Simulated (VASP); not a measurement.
# TiAl3 (Pmm2) in VASP: further runs

The runs below take TiAl3 through single point, with PBE.

Program: VASP 6.6.1. These are calculated values, not measurements. Logs are shortened: lines on timing, memory, paths and dates and some standing lists are left out, and cuts for length are marked.

### Step 1. The cell of the first run

Symmetry: Pmm2, No. 25, orthorhombic system. Conventional cell: a = 2.840 Å, b = 4.681 Å, c = 4.901 Å, α = 90.00°, β = 90.00°, γ = 90.00°. Within 3.7 Å of Ti (site symmetry mm2) lie 10 Al at 2.83 to 2.85 Å and 2 Ti at 2.84 Å. Al (site symmetry mm2) has 4 Ti at 2.83 to 2.84 Å and 8 Al at 2.84 to 2.86 Å within 3.7 Å. Within 3.7 Å of Al (site symmetry mm2) lie 8 Al at 2.81 to 2.86 Å and 4 Ti at 2.85 Å. Within 3.7 Å of Al (site symmetry mm2) lie 10 Al at 2.81 to 2.86 Å and 2 Ti at 2.85 Å.

### Step 2. Single point, PBE

File INCAR:

```
SYSTEM = TiAl3
PREC     = Accurate       ! precision mode
ENCUT    = 520            ! plane-wave cutoff, eV
EDIFF    = 1E-6           ! SCF threshold, eV
ISMEAR   = 0              ! smearing method
SIGMA    = 0.2            ! smearing width, eV
LREAL    = .False.        ! projectors in reciprocal space
LASPH    = .True.         ! aspherical terms in the spheres
NELM     = 100            ! most SCF steps
ALGO     = Fast           ! electronic algorithm
ISIF     = 2              ! what is computed and relaxed
LWAVE    = .False.        ! write WAVECAR
LCHARG   = .True.         ! write CHGCAR
GGA      = PE             ! functional
LELF     = .True.         ! ELF
LVHAR    = .True.       
NBANDS   = 18             ! bands
```

File KPOINTS:

```
regular mesh
0
Gamma
  14 10 10
  0 0 0
```

File POSCAR:

```
TiAl3
1.0
    2.8396770000      0.0000000000      0.0000000000
    0.0000000000      4.6812640000      0.0000000000
    0.0000000000      0.0000000000      4.9007420000
Ti Al
1 3
Direct
    0.0000000000      0.5000000000      0.1659160000
    0.5000000000      0.5000000000      0.6672710000
    0.5000000000      0.0000000000      0.3309120000
    0.0000000000      0.0000000000      0.8359000000
```

Potentials or basis: VASP PAW PBE potentials, release 64 (Ti_sv, Al).

Started as:

```console
$ cat potpaw_PBE.64/Ti_sv/POTCAR potpaw_PBE.64/Al/POTCAR > POTCAR
$ mpirun -np 1 vasp_std > vasp.out
```

OUTCAR:

```text
SYSTEM = TiAl3
   PREC = Accurate
   ENCUT = 520
   EDIFF = 1E-6
   ISMEAR = 0
   LREAL = .False.
   LASPH = .True.
   NELM = 100
   ISIF = 2
   GGA = PE

 ion  position               nearest neighbor table
   1  0.000  0.500  0.166-   2 2.83   2 2.83   2 2.84   2 2.84   4 2.85   4 2.85   3 2.85   3 2.85
                             3 2.85   3 2.85
   2  0.500  0.500  0.667-   1 2.83   1 2.83   1 2.84   1 2.84   4 2.86   4 2.86   4 2.86   4 2.86
                             3 2.86   3 2.86
   3  0.500  0.000  0.331-   4 2.81   4 2.81   4 2.85   4 2.85   1 2.85   1 2.85   1 2.85   1 2.85
                             2 2.86   2 2.86
   4  0.000  0.000  0.836-   3 2.81   3 2.81   1 2.85   1 2.85   3 2.85   3 2.85   2 2.86   2 2.86
                             2 2.86   2 2.86

  LATTYP: Found a simple orthorhombic cell.
 ALAT       =     2.8396770000
 B/A-ratio  =     1.6485198845
 C/A-ratio  =     1.7258096607

  Lattice vectors:

 A1 = (   2.8396770000,   0.0000000000,   0.0000000000)
 A2 = (   0.0000000000,   4.6812640000,   0.0000000000)
 A3 = (   0.0000000000,   0.0000000000,   4.9007420000)

Analysis of symmetry for initial positions (statically):
=====================================================================
 Subroutine PRICEL returns:
 Original cell was already a primitive cell.

 Routine SETGRP: Setting up the symmetry group for a
 simple orthorhombic supercell.

 Subroutine GETGRP returns: Found  4 space group operations
 (whereof  4 operations were pure point group operations)
 out of a pool of  8 trial point group operations.

The static configuration has the point symmetry C_2v.

Analysis of symmetry for dynamics (positions and initial velocities):
=====================================================================
 Subroutine PRICEL returns:
 Original cell was already a primitive cell.

 Routine SETGRP: Setting up the symmetry group for a
 simple orthorhombic supercell.

 Subroutine GETGRP returns: Found  4 space group operations
 (whereof  4 operations were pure point group operations)
 out of a pool of  8 trial point group operations.

The dynamic configuration has the point symmetry C_2v.

 Subroutine INISYM returns: Found  4 space group operations
 (whereof  4 operations are pure point group operations),
 and found     1 'primitive' translations

----------------------------------------------------------------------------------------

                                     Primitive cell

  volume of cell :      65.1469

  direct lattice vectors                    reciprocal lattice vectors
     2.839677000  0.000000000  0.000000000     0.352152727  0.000000000  0.000000000
     0.000000000  4.681264000  0.000000000     0.000000000  0.213617519  0.000000000
     0.000000000  0.000000000  4.900742000     0.000000000  0.000000000  0.204050734

  length of vectors
     2.839677000  4.681264000  4.900742000     0.352152727  0.213617519  0.204050734

  position of ions in fractional coordinates (direct lattice)
     0.000000000  0.500000000  0.165916000
     0.500000000  0.500000000  0.667271000
     0.500000000  0.000000000  0.330912000
     0.000000000  0.000000000  0.835900000

  ion indices of the primitive-cell ions
   primitive index   ion index
                 1           1
                 2           2
                 3           3
                 4           4

----------------------------------------------------------------------------------------

 KPOINTS: regular mesh

Automatic generation of k-mesh.
 Grid dimensions read from file:
 generate k-points for:   14   10   10

 Generating k-lattice:

  Cartesian coordinates                     Fractional coordinates (reciprocal lattice)
     0.025153766  0.000000000  0.000000000     0.071428571  0.000000000  0.000000000
     0.000000000  0.021361752  0.000000000     0.000000000  0.100000000  0.000000000
     0.000000000  0.000000000  0.020405073     0.000000000  0.000000000  0.100000000

  Length of vectors
     0.025153766  0.021361752  0.020405073

  Shift w.r.t. Gamma in fractional coordinates (k-lattice)
     0.000000000  0.000000000  0.000000000

 Subroutine IBZKPT returns following result:
 ===========================================

 Found    288 irreducible k-points:

 Following reciprocal coordinates:
            Coordinates               Weight
  0.000000  0.000000  0.000000      1.000000
  0.071429  0.000000  0.000000      2.000000
  0.142857  0.000000  0.000000      2.000000
  0.214286  0.000000  0.000000      2.000000
  0.285714  0.000000  0.000000      2.000000
  0.357143  0.000000  0.000000      2.000000
[... 16 lines left out ...]
  0.428571  0.200000  0.000000      4.000000
  0.500000  0.200000  0.000000      2.000000
 [... further k-points ...]
   k-points           NKPTS =    288   k-points in BZ     NKDIM =    288   number of bands    NBANDS=     18
   number of dos      NEDOS =    301   number of ions     NIONS =      4
   total plane-waves  NPLWV =  31104
   dimension x,y,z NGX =    24 NGY =   36 NGZ =   36
   dimension x,y,z NGXF=    48 NGYF=   72 NGZF=   72
   ions per type =               1   3
   NGX,Y,Z   is equivalent  to a cutoff of  14.05, 12.78, 12.21 a.u.
   NGXF,Y,Z  is equivalent  to a cutoff of  28.10, 25.57, 24.42 a.u.
 SYSTEM =  TiAl3
   PREC   = accura    normal or accurate (medium, high low for compatibility)
   ISTART =      0    job   : 0-new  1-cont  2-samecut
   ICHARG =      2    charge: 1-file 2-atom 10-const
   ISPIN  =      1    spin polarized calculation?
   LNONCOLLINEAR =      F non collinear calculations
   LSORBIT =      F    spin-orbit coupling
   LASPH  =      T    aspherical Exc in radial PAW
   ENCUT  =  520.0 eV  38.22 Ry    6.18 a.u.   5.28  8.70  9.11*2*pi/ulx,y,z
   NELM   =    100;   NELMIN=  2; NELMDL= -5     # of ELM steps
   EDIFF  = 0.1E-05   stopping-criterion for ELM
   LREAL  =      F    real-space projection
   EDIFFG = 0.1E-04   stopping-criterion for IOM
   NSW    =      0    number of steps for IOM
   IBRION =     -1    ionic relax: 0-MD 1-quasi-New 2-CG
   NFREE  =      0    steps in history (QN), initial steepest desc. (CG)
   ISIF   =      2    stress and relaxation
   ISYM   =      2    0-nonsym 1-usesym 2-fastsym
   POTIM  = 0.5000    time-step for ionic-motion
   TEBEG  =    0.0;   TEEND  =   0.0 temperature during run
   PSTRESS=    0.0 pullay stress
   NELECT =      21.0000    total number of electrons
   NUPDOWN=      -1.0000    fix difference up-down
   EMIN   =  10.00;   EMAX   =-10.00  energy-range for DOS
   EFERMI =   0.00;   METHOD = LEGACY
   ISMEAR =     0;   SIGMA  =   0.20  broadening in eV -4-tet -1-fermi 0-gaus
   EFERMI_NEDOS =   21; number of points for ismear=-14 and -15
   IALGO  =     68    algorithm
   IMIX   =      4    mixing-type and parameters
     AMIX     =   0.40;   BMIX     =  1.00
     AMIX_MAG =   1.60;   BMIX_MAG =  1.00
  volume/ion in A,a.u.               =      16.29       109.91
  Fermi-wavevector in a.u.,A,eV,Ry     =   1.122492  2.121202 17.143184  1.259988
  Thomas-Fermi vector in A             =   2.259152
   LORBIT       =      0    0 simple, 1 ext, 2 COOP (PROOUT), +10 PAW based schemes
   GGA     = PE    functional components
   LHFCALC =     F    Hartree Fock is set to
   AEXX    =    0.0000 exact exchange contribution
   IVDW    =     0    specifies the selected vdW correction
   LEPSILON=     F    determine dielectric tensor
   LRPA    =     F    only Hartree local field effects (RPA)
 non-spin polarized calculation
 RMM-DIIS sequential band-by-band and
 Gauss-broadening in eV      SIGMA  =   0.20
  energy-cutoff  :      520.00
  volume of cell :       65.15
 maximum number of plane-waves:      1776
 NGX is ok and might be reduce to    24
   NGX = 11   NGY = 17   NGZ = 19

 number of electron      21.0000004 magnetization

 Free energy of the ion-electron system (eV)
  ---------------------------------------------------
  ext. energy  EPLUGINS =         0.00000000
  ---------------------------------------------------
  free energy    TOTEN  =       -20.06117799 eV

  energy without entropy =      -20.00570064  energy(sigma->0) =      -20.03343931

 E-fermi :   8.0629     XC(G=0): -10.6317

 val. band max:        8.0620700142   @ k =   0.3571   0.5000   0.2000
 cond. band min:       8.0701151643   @ k =   0.0714   0.5000   0.4000
 fundamental gap:      0.0080451501
 Fermi energy:         8.0628714252

 k-point     1 :       0.0000    0.0000    0.0000
  band No.  band energies     occupation
      1     -48.4659      2.00000
      2     -24.7923      2.00000
      3     -24.7848      2.00000
      4     -24.4301      2.00000
      5      -2.0700      2.00000
      6       2.9878      2.00000
[... 10 lines left out ...]
     17      14.1086      0.00000
     18      14.8742      0.00000

 k-point     2 :       0.0714    0.0000    0.0000
  band No.  band energies     occupation
      1     -48.4633      2.00000
      2     -24.7898      2.00000
      3     -24.7822      2.00000
      4     -24.4523      2.00000
      5      -1.9746      2.00000
      6       3.0737      2.00000
[... 10 lines left out ...]
     17      13.5699      0.00000
     18      14.3805      0.00000

 k-point     3 :       0.1429    0.0000    0.0000
  band No.  band energies     occupation
      1     -48.4560      2.00000
      2     -24.7826      2.00000
      3     -24.7749      2.00000
      4     -24.5142      2.00000
      5      -1.6895      2.00000
      6       3.3298      2.00000
[... 10 lines left out ...]
     17      12.2942      0.00000
     18      14.0617      0.00000

 k-point     4 :       0.2143    0.0000    0.0000
  band No.  band energies     occupation
      1     -48.4453      2.00000
      2     -24.7721      2.00000
      3     -24.7642      2.00000
      4     -24.6029      2.00000
      5      -1.2179      2.00000
      6       3.7501      2.00000
[... 10 lines left out ...]
     17      12.5192      0.00000
     18      14.4466      0.00000

 k-point     5 :       0.2857    0.0000    0.0000
  band No.  band energies     occupation
      1     -48.4335      2.00000
      2     -24.7606      2.00000
      3     -24.7524      2.00000
      4     -24.7003      2.00000
      5      -0.5645      2.00000
      6       4.3214      2.00000
[... 10 lines left out ...]
     17      12.8654      0.00000
     18      13.3885      0.00000

 k-point     6 :       0.3571    0.0000    0.0000
  band No.  band energies     occupation
      1     -48.4228      2.00000
      2     -24.7871      2.00000
      3     -24.7501      2.00000
      4     -24.7417      2.00000
      5       0.2645      2.00000
      6       4.9950      2.00000
[... 307 lines left out ...]
 k-point    21 :       0.2857    0.2000    0.0000
  band No.  band energies     occupation
      1     -48.4335      2.00000
      2     -24.7615      2.00000
      3     -24.7523      2.00000
      4     -24.7002      2.00000
      5      -0.3146      2.00000
      6       3.4363      2.00000
[... 10 lines left out ...]
     17      12.0619      0.00000
     18      12.8775      0.00000

 k-point    22 :       0.3571    0.2000    0.0000
  band No.  band energies     occupation
      1     -48.4228      2.00000
      2     -24.7870      2.00000
      3     -24.7509      2.00000
      4     -24.7416      2.00000
      5       0.5055      2.00000
      6       4.1307      2.00000
[... 10 lines left out ...]
     17      11.9028      0.00000
     18      12.5108      0.00000

 k-point    23 :       0.4286    0.2000    0.0000
  band No.  band energies     occupation
      1     -48.4154      2.00000
      2     -24.8465      2.00000
      3     -24.7436      2.00000
      4     -24.7342      2.00000
      5       1.4905      2.00000
      6       3.8993      2.00000
[... 10 lines left out ...]
     17      11.9963      0.00000
     18      12.1068      0.00000

 k-point    24 :       0.5000    0.2000    0.0000
  band No.  band energies     occupation
      1     -48.4127      2.00000
      2     -24.8676      2.00000
      3     -24.7410      2.00000
      4     -24.7316      2.00000
      5       2.5485      2.00000
      6       2.7185      2.00000
[... 10 lines left out ...]
     17      12.0261      0.00000
     18      12.4148      0.00000

 [... further k-points ...]

------------------------ aborting loop because EDIFF is reached ----------------------------------------

  FORCE on cell =-STRESS in cart. coord.  units (eV):
  Direction    XX          YY          ZZ          XY          YZ          ZX
  --------------------------------------------------------------------------------------
  -------------------------------------------------------------------------------------
  Total       -0.4675372      0.1803803      0.2507267      0.0000000      0.0000000      0.0000000
  in kB      -11.4982788      4.4361446      6.1661945      0.0000000      0.0000000      0.0000000
  external PRESSURE =      -0.2986465 kB  Pullay stress =       0.0000000 kB

 VOLUME and BASIS-vectors are now :
 -----------------------------------------------------------------------------
  energy-cutoff  :      520.00
  volume of cell :       65.15
      direct lattice vectors                 reciprocal lattice vectors
     2.839677000  0.000000000  0.000000000     0.352152727  0.000000000  0.000000000
     0.000000000  4.681264000  0.000000000     0.000000000  0.213617519  0.000000000
     0.000000000  0.000000000  4.900742000     0.000000000  0.000000000  0.204050734

 POSITION                                       TOTAL-FORCE (eV/Angst)
 -----------------------------------------------------------------------------------
      0.00000      2.34063      0.81311         0.000000      0.000000     -0.050544
      1.41984      2.34063      3.27012         0.000000      0.000000      0.001788
      1.41984      0.00000      1.62171         0.000000      0.000000      0.043752
      0.00000      0.00000      4.09653         0.000000      0.000000      0.005004
 -----------------------------------------------------------------------------------
    total drift:                                0.000000      0.000000      0.000177

  FREE ENERGIE OF THE ION-ELECTRON SYSTEM (eV)
  ---------------------------------------------------
  free  energy   TOTEN  =       -20.0611779854 eV

  energy  without entropy=      -20.0057006352  energy(sigma->0) =      -20.03343931
```

Wall time 14 min (1 thread of Intel Xeon 8259CL, shared host); peak memory 0.43 GiB.

Results:

```yaml
Free_energy: -20.0612 eV
Pressure: 0.0 GPa
Largest_force: 0.051 eV/Å
Band_gap_on_the_k_mesh: zero (an odd number of electrons rules out a gap without spin polarisation)
```

Forces on the atoms (eV/Å):
```
Ti   0.000  0.000 -0.051
Al   0.000  0.000  0.002
Al   0.000  0.000  0.044
Al   0.000  0.000  0.005
```

### Step 3. Single point, PBE

File INCAR:

```
PREC = Accurate
ENCUT = 520
EDIFF = 1E-6
ISMEAR = -1
SIGMA = 0.02
LREAL = F
LASPH = T
NELM = 80
ALGO = Fast
ISIF = 2
LWAVE = F
LCHARG = F
GGA = PE
NBANDS = 18
```

File KPOINTS:

```
regular mesh
0
Gamma
  14 10 10
```

POSCAR is that of step 2.

Potentials or basis: VASP PAW PBE potentials, release 64 (Ti_sv, Al).

Started as:

```console
$ cat potpaw_PBE.64/Ti_sv/POTCAR potpaw_PBE.64/Al/POTCAR > POTCAR
$ mpirun -np 1 vasp_std > vasp.out
```

Run time: 14 min. Hardware: 1 thread of Intel Xeon 8259CL, shared host; peak memory 0.43 GiB.

The run converged. Its results:

```
Free energy            : -20.0351 eV
Pressure               : -0.1 GPa
Largest force          : 0.045 eV/Å
Band gap on the k mesh : zero (an odd number of electrons rules out a gap without spin polarisation)
```

Forces in eV/Å, atoms in the order of the input:
```
Ti   0.000  0.000 -0.045
Al   0.000  0.000 -0.002
Al   0.000  0.000  0.030
Al   0.000  0.000  0.017
```

Stress tensor (GPa, compression positive):
```
-1.55  0.00  0.00
 0.00  0.56  0.00
 0.00  0.00  0.56
```

Levels at points of the mesh, in eV from the Fermi level:
```csv
k point,band 7,band 8,band 9,band 10,band 11,band 12,band 13,band 14,band 15,band 16
"(0.00, 0.00, 0.00)",-3.82,-3.48,-2.62,-0.76,-0.37,2.34,2.41,2.72,2.80,3.07
"(0.50, 0.00, 0.00)",-2.13,-1.94,-1.72,0.37,0.60,0.75,1.39,1.53,2.24,2.64
"(0.00, 0.50, 0.00)",-3.48,-3.11,-2.00,-1.47,-0.13,2.25,2.36,2.66,3.10,4.69
"(0.50, 0.50, 0.00)",-3.66,-3.32,-1.65,-0.47,-0.30,0.79,1.14,1.33,3.41,3.83
"(0.00, 0.00, 0.50)",-3.38,-2.23,-2.09,-1.05,-0.27,2.23,2.27,2.42,3.24,4.07
"(0.50, 0.00, 0.50)",-3.83,-3.45,-1.29,-0.18,-0.11,0.59,1.21,1.95,3.27,3.68
"(0.00, 0.50, 0.50)",-7.02,-4.78,-0.15,-0.02,0.76,2.27,2.28,3.71,5.00,5.24
"(0.50, 0.50, 0.50)",-3.50,-3.25,-2.77,-2.76,-0.79,-0.18,1.04,2.07,2.35,2.55
```

### Step 4. Single point, PBE

File INCAR:

```
PREC     = Accurate       # precision mode
ENCUT    = 520            # plane-wave cutoff, eV
EDIFF    = 1E-6           # SCF threshold, eV
ISMEAR   = 0              # smearing method
SIGMA    = 0.1            # smearing width, eV
LREAL    = F              # projectors in reciprocal space
LASPH    = T              # aspherical terms in the spheres
NELM     = 60             # most SCF steps
ALGO     = Fast           # electronic algorithm
ISIF     = 2              # what is computed and relaxed
LWAVE    = F              # write WAVECAR
LCHARG   = F              # write CHGCAR
GGA      = PE             # functional
NBANDS   = 18             # bands
```

File KPOINTS:

```
Automatic mesh
0
Gamma
  16 10 10
```

POSCAR is that of step 3.

Started as:

```console
$ cat potpaw_PBE.64/Ti_sv/POTCAR potpaw_PBE.64/Al/POTCAR > POTCAR
$ mpirun -np 1 vasp_std > vasp.out
```

It took 17 min on 1 thread of Intel Xeon 8259CL, shared host; peak memory 0.46 GiB.

The run converged. Its results:

- Free energy: -20.0369 eV
- Pressure: -0.1 GPa
- Largest force: 0.047 eV/Å
- Band gap on the k mesh: zero (an odd number of electrons rules out a gap without spin polarisation)

Forces in eV/Å, atoms in the order of the input:
```
Ti   0.000  0.000 -0.047
Al   0.000  0.000  0.000
Al   0.000  0.000  0.036
Al   0.000  0.000  0.011
```

Stress tensor (GPa, compression positive):
```
-1.29  0.00  0.00
 0.00  0.49  0.00
 0.00  0.00  0.53
```

Levels at points of the mesh, in eV from the Fermi level:
```csv
k point,band 9,band 10,band 11,band 12,band 13,band 14
"(0.00, 0.00, 0.00)",-2.62,-0.76,-0.37,2.35,2.41,2.72
"(0.50, 0.00, 0.00)",-1.72,0.37,0.60,0.75,1.39,1.53
"(0.00, 0.50, 0.00)",-2.00,-1.47,-0.13,2.25,2.36,2.66
"(0.50, 0.50, 0.00)",-1.65,-0.47,-0.30,0.79,1.15,1.34
"(0.00, 0.00, 0.50)",-2.09,-1.05,-0.27,2.24,2.27,2.42
"(0.50, 0.00, 0.50)",-1.29,-0.17,-0.10,0.59,1.21,1.95
"(0.00, 0.50, 0.50)",-0.15,-0.01,0.77,2.27,2.28,3.72
"(0.50, 0.50, 0.50)",-2.77,-2.76,-0.78,-0.18,1.04,2.07
```

(Part 1 of 2 ends here.)
